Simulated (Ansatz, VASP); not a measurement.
**One calculation of HPt6, two programs**

Contents of INCAR:

```
ALGO = Normal ; DIPOL = 0.5 0.5 0.296
EDIFF = 1E-7 ; ENCUT = 520
GGA = PE ; IDIPOL = 3
ISIF = 2 ; ISMEAR = 0
LASPH = T ; LCHARG = F
LDIPOL = T ; LREAL = F
LWAVE = F ; NBANDS = 74
NELM = 80 ; PREC = Accurate
SIGMA = 0.1
```

KPOINTS

```
k-points
0
Gamma
  6 6 1
```

File POSCAR:

```
HPt6
1.0
    5.6143281343      0.0000000000      0.0000000000
   -2.8071640672      4.8621507895      0.0000000000
    0.0000000000      0.0000000000     22.6192653717
Pt H
12 2
Direct
    0.3333333333      0.1666666667      0.1768404028
    0.3333333333      0.6666666667      0.1768404028
    0.8333333333      0.1666666667      0.1768404028
    0.8333333333      0.6666666667      0.1768404028
    0.1666666667      0.3333333333      0.2789526245
    0.1666666667      0.8333333333      0.2789526245
    0.6666666667      0.3333333333      0.2789526245
    0.6666666667      0.8333333333      0.2789526245
    0.0000000000      0.0000000000      0.3810585901
    0.0000000000      0.5000000000      0.3810585901
    0.5000000000      0.0000000000      0.3810585901
    0.5000000000      0.5000000000      0.3810585901
    0.1350817212      0.2701634424      0.4009531354
    0.3649182788      0.7298365576      0.4009531354
```

Input for Ansatz:

```yaml
crystal:
  lattice:
    - [5.6143281343, 0.0, 0.0]
    - [-2.8071640672, 4.8621507895, 0.0]
    - [0.0, 0.0, 22.6192653717]
  atoms:
    - { symbol: Pt, position: [0.3333333333, 0.1666666667, 0.1768404028] }
    - { symbol: Pt, position: [0.3333333333, 0.6666666667, 0.1768404028] }
    - { symbol: Pt, position: [0.8333333333, 0.1666666667, 0.1768404028] }
    - { symbol: Pt, position: [0.8333333333, 0.6666666667, 0.1768404028] }
    - { symbol: Pt, position: [0.1666666667, 0.3333333333, 0.2789526245] }
    - { symbol: Pt, position: [0.1666666667, 0.8333333333, 0.2789526245] }
    - { symbol: Pt, position: [0.6666666667, 0.3333333333, 0.2789526245] }
    - { symbol: Pt, position: [0.6666666667, 0.8333333333, 0.2789526245] }
    - { symbol: Pt, position: [0.0, 0.0, 0.3810585901] }
    - { symbol: Pt, position: [0.0, 0.5, 0.3810585901] }
    - { symbol: Pt, position: [0.5, 0.0, 0.3810585901] }
    - { symbol: Pt, position: [0.5, 0.5, 0.3810585901] }
    - { symbol: H, position: [0.1350817212, 0.2701634424, 0.4009531354] }
    - { symbol: H, position: [0.3649182788, 0.7298365576, 0.4009531354] }
basis:
  ecutwfc: 420
kpoints:
  mp_grid: { grid: [6, 6, 1] }
hamiltonian:
  xc: pbe
  pseudopotentials: { kind: paw, azcp: { folder: soft_1 } }
scf:
  occupations: { method: gaussian, width: 0.1 }
output:
  forces: true
  eigenvalues: true
efield:
  axis: 3
  dipole_correction: true
  ramp_width: 0.04
```

Alike in both runs: task single point; functional PBE; k mesh 6 × 6 × 1; occupations gaussian, width 0.1 eV; no spin polarisation.

```csv
,VASP,Ansatz
version,VASP 6.6.1,Ansatz 0.2.0
potentials or method,"VASP PAW PBE potentials, release 64 (Pt, H), cutoff 520 eV","scalar-relativistic, plane waves, PAW"
valence electrons in the cell,122,218
```

Ansatz gave:

* gap on the k mesh at the Fermi level (eV): none
* rms of the force components (eV/Å): 2.037

**Question.** Estimate VASP's values.

**Answer.** gap on the k mesh at the Fermi level (eV): none; rms of the force components (eV/Å): 2.062.

Atom by atom the forces differ by 0.027 eV/Å (rms over components). A gap of «none» marks a metal or a gap that the smearing closes. VASP's potentials hold 122 valence electrons a cell and Ansatz's 218, so a difference there can come from the potentials and not from the codes.

Spin-orbit coupling is off throughout.
